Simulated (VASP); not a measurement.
# Ba3Ti4O11 in VASP: single point with PBEsol

Aim: the single point of Ba3Ti4O11 with PBEsol.

Everything below comes from runs of VASP 6.6.1. Logs are shortened: lines on timing, memory, paths and dates and some standing lists are left out, and cuts for length are marked.

### Step 1. The cell of the first run

The cell holds a slab with vacuum, 18 atoms: a = 3.956 Å, b = 4.043 Å, c = 26.867 Å, α = 90.00°, β = 90.00°, γ = 90.00°.

### Step 2. Single point, PBEsol

Contents of INCAR:

```
ALGO     = Normal         # electronic algorithm
DIPOL    = 0.5 0.5 0.500
EDIFF    = 1E-6           # SCF threshold, eV
ENCUT    = 520            # plane-wave cutoff, eV
GGA      = PS             # functional
GGA_COMPAT= False        
IDIPOL   = 3            
ISIF     = 2              # what is computed and relaxed
ISMEAR   = 0              # smearing method
LASPH    = True           # aspherical terms in the spheres
LCHARG   = True           # write CHGCAR
LDIPOL   = True         
LELF     = True           # ELF
LREAL    = False          # projectors in reciprocal space
LVACPOTAV= True         
LVHAR    = True         
LWAVE    = False          # write WAVECAR
NBANDS   = 87             # bands
NELM     = 120            # most SCF steps
NELMDL   = -8           
PREC     = Accurate       # precision mode
SIGMA    = 0.05           # smearing width, eV
```

Contents of KPOINTS:

```
k-points
0
Gamma
  7 7 1
```

Contents of POSCAR:

```
Ba3Ti4O11
1.0
    3.9557417201      0.0000000000      0.0000000000
    0.0000000000      4.0433218633      0.0000000000
    0.0000000000      0.0000000000     26.8672251603
Ti O Ba
4 11 3
Direct
    0.5000000000      0.5200640153      0.2791505247
    0.5000000000      0.5200640153      0.4263835082
    0.5000000000      0.5200640153      0.5736164918
    0.5000000000      0.5200640153      0.7208494753
    0.5000000000      0.9752356706      0.2791505247
    0.0000000000      0.4859022568      0.2791505247
    0.5000000000      0.4859022568      0.3527670164
    0.5000000000      0.9752356706      0.4263835082
    0.0000000000      0.4859022568      0.4263835082
    0.5000000000      0.4859022568      0.5000000000
    0.5000000000      0.9752356706      0.5736164918
    0.0000000000      0.4859022568      0.5736164918
    0.5000000000      0.4859022568      0.6472329836
    0.5000000000      0.9752356706      0.7208494753
    0.0000000000      0.4859022568      0.7208494753
    0.0000000000      0.0048958005      0.3527670164
    0.0000000000      0.0048958005      0.5000000000
    0.0000000000      0.0048958005      0.6472329836
```

Potentials or basis: VASP PAW PBE potentials, release 64 (Ti_sv, O, Ba_sv).

The run is started by

```sh
$ cat potpaw_PBE.64/Ti_sv/POTCAR potpaw_PBE.64/O/POTCAR potpaw_PBE.64/Ba_sv/POTCAR > POTCAR
$ mpirun -np 1 vasp_std > vasp.out
```

OUTCAR:

```text
EDIFF = 1E-6
   ENCUT = 520
   GGA = PS
   ISIF = 2
   ISMEAR = 0
   LASPH = True
   LREAL = False
   NELM = 120
   NELMDL = -8
   PREC = Accurate

 ion  position               nearest neighbor table
   1  0.500  0.520  0.279-   5 1.84   7 1.98   6 1.98   6 1.98   5 2.20  16 3.42  16 3.42  16 3.49
                            16 3.49
   2  0.500  0.520  0.426-   8 1.84   9 1.98   9 1.98   7 1.98  10 1.98   8 2.20  16 3.42  16 3.42
                            17 3.42  17 3.42  16 3.49  16 3.49  17 3.49  17 3.49
   3  0.500  0.520  0.574-  11 1.84  12 1.98  12 1.98  13 1.98  10 1.98  11 2.20  18 3.42  18 3.42
                            17 3.42  17 3.42  18 3.49  18 3.49  17 3.49  17 3.49
   4  0.500  0.520  0.721-  14 1.84  13 1.98  15 1.98  15 1.98  14 2.20  18 3.42  18 3.42  18 3.49
                            18 3.49
   5  0.500  0.975  0.279-   1 1.84   1 2.20  16 2.80  16 2.80
   6  0.000  0.486  0.279-   1 1.98   1 1.98  16 2.77  16 2.88
   7  0.500  0.486  0.353-   1 1.98   2 1.98  16 2.77  16 2.77  16 2.88  16 2.88
   8  0.500  0.975  0.426-   2 1.84   2 2.20  16 2.80  16 2.80  17 2.80  17 2.80
   9  0.000  0.486  0.426-   2 1.98   2 1.98  16 2.77  17 2.77  16 2.88  17 2.88
  10  0.500  0.486  0.500-   2 1.98   3 1.98  17 2.77  17 2.77  17 2.88  17 2.88
  11  0.500  0.975  0.574-   3 1.84   3 2.20  18 2.80  18 2.80  17 2.80  17 2.80
  12  0.000  0.486  0.574-   3 1.98   3 1.98  18 2.77  17 2.77  18 2.88  17 2.88
  13  0.500  0.486  0.647-   4 1.98   3 1.98  18 2.77  18 2.77  18 2.88  18 2.88
  14  0.500  0.975  0.721-   4 1.84   4 2.20  18 2.80  18 2.80
  15  0.000  0.486  0.721-   4 1.98   4 1.98  18 2.77  18 2.88
  16  0.000  0.005  0.353-   6 2.77   7 2.77   7 2.77   9 2.77   5 2.80   5 2.80   8 2.80   8 2.80
                             6 2.88   7 2.88   7 2.88   9 2.88   1 3.42   1 3.42   2 3.42   2 3.42
  17  0.000  0.005  0.500-  10 2.77  10 2.77  12 2.77   9 2.77   8 2.80   8 2.80  11 2.80  11 2.80
                            10 2.88  10 2.88   9 2.88  12 2.88   2 3.42   3 3.42   2 3.42   3 3.42
  18  0.000  0.005  0.647-  15 2.77  13 2.77  13 2.77  12 2.77  14 2.80  14 2.80  11 2.80  11 2.80
                            15 2.88  13 2.88  13 2.88  12 2.88   4 3.42   4 3.42   3 3.42   3 3.42

  LATTYP: Found a simple orthorhombic cell.
 ALAT       =     3.9557417201
 B/A-ratio  =     1.0221400054
 C/A-ratio  =     6.7919563666

  Lattice vectors:

 A1 = (   3.9557417201,   0.0000000000,   0.0000000000)
 A2 = (   0.0000000000,   4.0433218633,   0.0000000000)
 A3 = (   0.0000000000,   0.0000000000,  26.8672251603)

Analysis of symmetry for initial positions (statically):
=====================================================================
 Subroutine PRICEL returns:
 Original cell was already a primitive cell.

 Routine SETGRP: Setting up the symmetry group for a
 simple orthorhombic supercell.

 Subroutine GETGRP returns: Found  4 space group operations
 (whereof  4 operations were pure point group operations)
 out of a pool of  8 trial point group operations.

The static configuration has the point symmetry C_2v.

Analysis of symmetry for dynamics (positions and initial velocities):
=====================================================================
 Subroutine PRICEL returns:
 Original cell was already a primitive cell.

 Routine SETGRP: Setting up the symmetry group for a
 simple orthorhombic supercell.

 Subroutine GETGRP returns: Found  4 space group operations
 (whereof  4 operations were pure point group operations)
 out of a pool of  8 trial point group operations.

The dynamic configuration has the point symmetry C_2v.

 Subroutine INISYM returns: Found  4 space group operations
 (whereof  4 operations are pure point group operations),
 and found     1 'primitive' translations

----------------------------------------------------------------------------------------

                                     Primitive cell

  volume of cell :     429.7235

  direct lattice vectors                    reciprocal lattice vectors
     3.955741720  0.000000000  0.000000000     0.252797091  0.000000000  0.000000000
     0.000000000  4.043321863  0.000000000     0.000000000  0.247321394  0.000000000
     0.000000000  0.000000000 26.867225160     0.000000000  0.000000000  0.037220070

  length of vectors
     3.955741720  4.043321863 26.867225160     0.252797091  0.247321394  0.037220070

  position of ions in fractional coordinates (direct lattice)
     0.500000000  0.520064015  0.279150525
     0.500000000  0.520064015  0.426383508
     0.500000000  0.520064015  0.573616492
     0.500000000  0.520064015  0.720849475
     0.500000000  0.975235671  0.279150525
     0.000000000  0.485902257  0.279150525
[... 10 lines left out ...]
     0.000000000  0.004895801  0.500000000
     0.000000000  0.004895801  0.647232984
[... 39 lines left out ...]

  Shift w.r.t. Gamma in fractional coordinates (k-lattice)
     0.000000000  0.000000000  0.000000000

 Subroutine IBZKPT returns following result:
 ===========================================

 Found     16 irreducible k-points:

 Following reciprocal coordinates:
            Coordinates               Weight
  0.000000  0.000000  0.000000      1.000000
  0.142857  0.000000  0.000000      2.000000
  0.285714  0.000000  0.000000      2.000000
  0.428571  0.000000  0.000000      2.000000
  0.000000  0.142857  0.000000      2.000000
  0.142857  0.142857  0.000000      4.000000
[... 8 lines left out ...]
  0.285714  0.428571  0.000000      4.000000
  0.428571  0.428571  0.000000      4.000000
   k-points           NKPTS =     16   k-points in BZ     NKDIM =     16   number of bands    NBANDS=     87
   number of dos      NEDOS =    301   number of ions     NIONS =     18
   total plane-waves  NPLWV = 180000
   dimension x,y,z NGX =    30 NGY =   30 NGZ =  200
   dimension x,y,z NGXF=    60 NGYF=   60 NGZF=  400
   ions per type =               4  11   3
   NGX,Y,Z   is equivalent  to a cutoff of  12.61, 12.33, 12.38 a.u.
   NGXF,Y,Z  is equivalent  to a cutoff of  25.22, 24.67, 24.75 a.u.
 SYSTEM =  unknown system
   PREC   = accura    normal or accurate (medium, high low for compatibility)
   ISTART =      0    job   : 0-new  1-cont  2-samecut
   ICHARG =      2    charge: 1-file 2-atom 10-const
   ISPIN  =      1    spin polarized calculation?
   LNONCOLLINEAR =      F non collinear calculations
   LSORBIT =      F    spin-orbit coupling
   LASPH  =      T    aspherical Exc in radial PAW
   ENCUT  =  520.0 eV  38.22 Ry    6.18 a.u.   7.36  7.52 49.96*2*pi/ulx,y,z
   NELM   =    120;   NELMIN=  2; NELMDL= -8     # of ELM steps
   EDIFF  = 0.1E-05   stopping-criterion for ELM
   LREAL  =      F    real-space projection
   EDIFFG = 0.1E-04   stopping-criterion for IOM
   NSW    =      0    number of steps for IOM
   IBRION =     -1    ionic relax: 0-MD 1-quasi-New 2-CG
   NFREE  =      0    steps in history (QN), initial steepest desc. (CG)
   ISIF   =      2    stress and relaxation
   ISYM   =      2    0-nonsym 1-usesym 2-fastsym
   POTIM  = 0.5000    time-step for ionic-motion
   TEBEG  =    0.0;   TEEND  =   0.0 temperature during run
   PSTRESS=    0.0 pullay stress
   NELECT =     144.0000    total number of electrons
   NUPDOWN=      -1.0000    fix difference up-down
   EMIN   =  10.00;   EMAX   =-10.00  energy-range for DOS
   EFERMI =   0.00;   METHOD = LEGACY
   ISMEAR =     0;   SIGMA  =   0.05  broadening in eV -4-tet -1-fermi 0-gaus
   EFERMI_NEDOS =   21; number of points for ismear=-14 and -15
   IALGO  =     38    algorithm
   IMIX   =      4    mixing-type and parameters
     AMIX     =   0.40;   BMIX     =  1.00
     AMIX_MAG =   1.60;   BMIX_MAG =  1.00
  volume/ion in A,a.u.               =      23.87       161.11
  Fermi-wavevector in a.u.,A,eV,Ry     =   1.137102  2.148811 17.592337  1.293000
  Thomas-Fermi vector in A             =   2.273807
   LORBIT       =      0    0 simple, 1 ext, 2 COOP (PROOUT), +10 PAW based schemes
   GGA     = PS    functional components
   LHFCALC =     F    Hartree Fock is set to
   AEXX    =    0.0000 exact exchange contribution
   IVDW    =     0    specifies the selected vdW correction
   LEPSILON=     F    determine dielectric tensor
   LRPA    =     F    only Hartree local field effects (RPA)
 non-spin polarized calculation
 Gauss-broadening in eV      SIGMA  =   0.05
  energy-cutoff  :      520.00
  volume of cell :      429.72
 maximum number of plane-waves:     11671
 NGX is ok and might be reduce to    30
   NGX = 15   NGY = 15   NGZ = 99

 dipolmoment           0.000000      0.000000     -0.000000 electrons x Angstroem

 number of electron     143.9999982 magnetization

 dipolmoment           0.000000      0.000000      0.000000 electrons x Angstroem

 Free energy of the ion-electron system (eV)
  ---------------------------------------------------
  ext. energy  EPLUGINS =         0.00000000
  ---------------------------------------------------
  free energy    TOTEN  =      -151.37608092 eV

  energy without entropy =     -151.37608092  energy(sigma->0) =     -151.37608092

 E-fermi :   0.1144     XC(G=0):  -6.4848

 val. band max:       -0.1791951210   @ k =   0.4286   0.4286   0.0000
 cond. band min:       1.1067908969   @ k =   0.0000   0.0000   0.0000
 fundamental gap:      1.2859860178
 Fermi energy:         0.1144175278

 k-point     1 :       0.0000    0.0000    0.0000
  band No.  band energies     occupation
      1     -57.0345      2.00000
      2     -57.0345      2.00000
      3     -57.0264      2.00000
      4     -57.0257      2.00000
      5     -33.5513      2.00000
      6     -33.5510      2.00000
[... 1381 lines left out ...]
     83       3.3721      0.00000
     84       3.3882      0.00000
 [bands above 84 left out]

------------------------ aborting loop because EDIFF is reached ----------------------------------------

  FORCE on cell =-STRESS in cart. coord.  units (eV):
  Direction    XX          YY          ZZ          XY          YZ          ZX
  --------------------------------------------------------------------------------------
  -------------------------------------------------------------------------------------
  Total       -7.1416301     -6.4310644     -3.1836770      0.0000000      0.0000000      0.0000000
  in kB      -26.6267941    -23.9775267    -11.8699949      0.0000000      0.0000000      0.0000000
  external PRESSURE =     -20.8247719 kB  Pullay stress =       0.0000000 kB

 VOLUME and BASIS-vectors are now :
 -----------------------------------------------------------------------------
  energy-cutoff  :      520.00
  volume of cell :      429.72
      direct lattice vectors                 reciprocal lattice vectors
     3.955741720  0.000000000  0.000000000     0.252797091  0.000000000  0.000000000
     0.000000000  4.043321863  0.000000000     0.000000000  0.247321394  0.000000000
     0.000000000  0.000000000 26.867225160     0.000000000  0.000000000  0.037220070

 POSITION                                       TOTAL-FORCE (eV/Angst)
 -----------------------------------------------------------------------------------
      1.97787      2.10279      7.50000         0.000000      0.596339      2.234593
      1.97787      2.10279     11.45574         0.000000     -0.015826      0.104561
      1.97787      2.10279     15.41148         0.000000     -0.015826     -0.104561
      1.97787      2.10279     19.36723         0.000000      0.596339     -2.234593
      1.97787      3.94319      7.50000         0.000000     -0.675536     -0.446833
      0.00000      1.96466      7.50000        -0.000000     -0.050522     -0.550208
[... 10 lines left out ...]
      0.00000      0.01980     13.43361         0.000000     -0.038185      0.000000
      0.00000      0.01980     17.38935         0.000000     -0.056413      0.778952
 -----------------------------------------------------------------------------------
    total drift:                                0.000000     -0.000611      0.000024

  FREE ENERGIE OF THE ION-ELECTRON SYSTEM (eV)
  ---------------------------------------------------
  free  energy   TOTEN  =      -151.3760809203 eV

  energy  without entropy=     -151.3760809203  energy(sigma->0) =     -151.37608092

 vacuum level on the upper side and lower side of the slab         4.838         4.838
```

Run time: 20 min. Hardware: 1 thread of Intel Xeon Platinum 8559C (Emerald Rapids), shared host; peak memory 0.72 GiB.

What came out:

| Property | Result |
| --- | --- |
| Free energy | -151.3761 eV |
| Largest force | 2.313 eV/Å |
| Band gap on the k mesh | 1.29 eV, indirect (least direct gap 1.98 eV) |

Forces on the atoms (eV/Å):
```
Ti   0.000  0.596  2.235
Ti   0.000 -0.016  0.105
Ti   0.000 -0.016 -0.105
Ti   0.000  0.596 -2.235
O    0.000 -0.676 -0.447
O    0.000 -0.051 -0.550
O    0.000  0.151 -0.811
O    0.000  0.026  0.050
O    0.000  0.020  0.050
O    0.000  0.046  0.000
O    0.000  0.026 -0.050
O    0.000  0.020 -0.050
O    0.000  0.151  0.811
O    0.000 -0.676  0.447
O    0.000 -0.051  0.550
Ba   0.000 -0.056 -0.779
Ba   0.000 -0.038  0.000
Ba   0.000 -0.056  0.779
```

Caveat: the PAW data sets were made with another functional, which shifts forces and pressure a little; spin-orbit coupling is left out, which moves the levels of the heavy elements.
